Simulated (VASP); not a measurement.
Wanted: the native input for a VASP 6.6.1 run.

```yaml
Task: relaxation of cell and atoms
Functional: PBEsol
Potentials_or_basis: VASP PAW PBE potentials, release 64 (Zr_sv, C)
Cutoff: 600 eV
k_mesh: 18 × 18 × 18
Occupations: fermi-dirac, width 0.1 eV
Spin: no spin polarisation
Target_pressure: 2 GPa
Dipole_correction: no
Further_INCAR_settings: ALGO = Normal; EDIFF = 1e-06; IBRION = 2; EDIFFG = -0.002; NSW = 100; ISIF = 3
```

The structure of ZrC lies in POSCAR:

```
ZrC
1.0
    0.0000000000      2.3346624498      2.3346624498
    2.3346624498      0.0000000000      2.3346624498
    2.3346624498      2.3346624498      0.0000000000
Zr C
1 1
Direct
    0.5000000000      0.5000000000      0.5000000000
    0.0000000000      0.0000000000      0.0000000000
```

The input as run:

INCAR

```
SYSTEM = ZrC
ALGO = Normal
EDIFF = 1E-6
EDIFFG = -0.002
ENCUT = 600
GGA = PS
IBRION = 2
ISIF = 3
ISMEAR = -1
LASPH = .True.
LCHARG = .False.
LREAL = .False.
LWAVE = .False.
NELM = 100
NSW = 100
PREC = Accurate
PSTRESS = 20.0
SIGMA = 0.1
```

KPOINTS

```
k-points
0
Gamma
  18 18 18
  0 0 0
```

Potentials or basis: VASP PAW PBE potentials, release 64 (Zr_sv, C).

Launch:

```sh
$ cat potpaw_PBE.64/Zr_sv/POTCAR potpaw_PBE.64/C/POTCAR > POTCAR
$ mpirun -np 1 vasp_std > vasp.out
```

Results of the run:

```yaml
Relaxed_volume: 12.63 Å³/atom
Relaxed_cell: a = 3.294 Å, b = 3.294 Å, c = 3.294 Å, α = 60.00°, β = 60.00°, γ = 60.00°
Space_group_after_relaxing_to_0.1_Å: Fm-3m (No. 225)
Energy_change_on_relaxing_the_run_minimises_the_enthalpy: +0.6 meV/atom
Ionic_steps: 3
Pressure_after_relaxing: 2.0 GPa
Band_gap_on_the_k_mesh: zero (bands 8 and 9 overlap by 1.33 eV)
```

Caveat: the cell is relaxed towards a set pressure, so the run minimises the enthalpy, not the energy; the PAW data sets were made with another functional, which shifts forces and pressure a little.

Wall time 90 s on 1 thread of Intel(R) Xeon(R) Platinum 8488C (Sapphire Rapids), on a shared host, peak memory 0.22 GiB.
